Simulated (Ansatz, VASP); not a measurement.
**Two plane-wave programs on Rb2N3Cl**

INCAR

```
SYSTEM = Rb2N3Cl
  ALGO = Normal
  EDIFF = 1E-6
  EDIFFG = -0.01
  ENCUT = 600
  GGA = PE
  IBRION = 2
  ISIF = 3
  ISMEAR = 0
  LASPH = .TRUE.
  LCHARG = .FALSE.
  LREAL = .FALSE.
  LWAVE = .FALSE.
  NELM = 100
  NSW = 100
  PREC = Accurate
  SIGMA = 0.1
```

File KPOINTS:

```
k-points
0
G
  9 9 8
  0 0 0
```

POSCAR

```
Rb2N3Cl
1.0
    5.1061128746      0.0000000000      0.0000000000
   -2.5530564373      4.4220234640      0.0000000000
    0.0000000000      0.0000000000      5.0133433770
Rb N Cl
2 3 1
Direct
    0.6666666667      0.3333333333      0.5283320804
    0.3333333333      0.6666666667      0.5283320804
    0.0000000000      0.5000000000      1.0283324905
    0.5000000000      0.0000000000      1.0283324905
    0.5000000000      0.5000000000      1.0283324905
    0.0000000000      0.0000000000      0.0283332779
```

Input for Ansatz:

```yaml
crystal:
  lattice:
    - [5.1061128746, 0.0, 0.0]
    - [-2.5530564373, 4.422023464, 0.0]
    - [0.0, 0.0, 5.013343377]
  atoms:
    - { symbol: Rb, position: [0.6666666667, 0.3333333333, 0.5283320804] }
    - { symbol: Rb, position: [0.3333333333, 0.6666666667, 0.5283320804] }
    - { symbol: "N", position: [0.0, 0.5, 1.0283324905] }
    - { symbol: "N", position: [0.5, 0.0, 1.0283324905] }
    - { symbol: "N", position: [0.5, 0.5, 1.0283324905] }
    - { symbol: Cl, position: [0.0, 0.0, 0.0283332779] }
basis:
  ecutwfc: 420
kpoints:
  mp_grid: { grid: [9, 9, 8] }
hamiltonian:
  xc: pbe
scf:
  occupations: { method: gaussian, width: 0.1 }
output:
  forces: true
  stress: true
  eigenvalues: true
  write_density: true
  write_potential: true
  elf: true
  volumetric_format: npy
relax:
  adjacent_minimum: "off"
  f_tol: 0.01
  max_steps: 80
  cell: { stress_tol: 0.05 }
```

Change from the starting cell: species swapped into the NaSn2Pd3 type (P6mm, No. 183).

Alike in both runs: task relaxation of cell and atoms; functional PBE; k mesh 9 × 9 × 8; occupations gaussian, width 0.1 eV; no spin polarisation.

|  | VASP | Ansatz |
| --- | --- | --- |
| version | VASP 6.6.1 | Ansatz 0.2.0 |
| potentials or method | VASP PAW PBE potentials, release 64 (Rb_sv, N, Cl), cutoff 600 eV | scalar-relativistic, plane waves, PAW |
| valence electrons in the cell | 40 | 40 |

Ansatz gave:

| Property | Result |
| --- | --- |
| gap on the k mesh at the Fermi level, each at its own relaxed structure (eV) | none |
| relaxed volume (Å³/atom) | 18.87 |
| relaxed length of the cell vector where the two differ most in proportion (Å) | 5.106 |

Question: Estimate VASP's values.

Answer: gap on the k mesh at the Fermi level, each at its own relaxed structure (eV): none; relaxed volume (Å³/atom): 18.90; relaxed length of the cell vector where the two differ most in proportion (Å): 5.109.

A gap of «none» marks a metal or a gap that the smearing closes. Ansatz's warnings: structure snapped to symmetry.
